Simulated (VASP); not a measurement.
A run of VASP 6.6.1 is set up as follows.

INCAR

```
PREC     = Accurate       # precision mode
ENCUT    = 500            # plane-wave cutoff, eV
EDIFF    = 1E-6           # SCF threshold, eV
ISMEAR   = -1             # smearing method
SIGMA    = 0.0272         # smearing width, eV
LREAL    = False          # projectors in reciprocal space
LASPH    = True           # aspherical terms in the spheres
NELM     = 120            # most SCF steps
ALGO     = Normal         # electronic algorithm
ISIF     = 2              # what is computed and relaxed
LWAVE    = False          # write WAVECAR
LCHARG   = False          # write CHGCAR
NBANDS   = 14             # bands
GGA_COMPAT= False
```

File KPOINTS:

```
Automatic mesh
0
Gamma
  12 12 12
```

Contents of POSCAR:

```
Rh
1.0
    0.0000000000      1.8978500000      1.8978500000
    1.8978500000      0.0000000000      1.8978500000
    1.8978500000      1.8978500000      0.0000000000
Rh
1
Direct
    0.0000000000      0.0000000000      0.0000000000
```

Potentials or basis: VASP PAW LDA potentials, release 64 (Rh_pv).

Launch:

```sh
$ cat potpaw_LDA.64/Rh_pv/POTCAR > POTCAR
$ mpirun -np 1 vasp_std > vasp.out
```

Question: Predict the pressure.

Answer: -9.1 GPa.
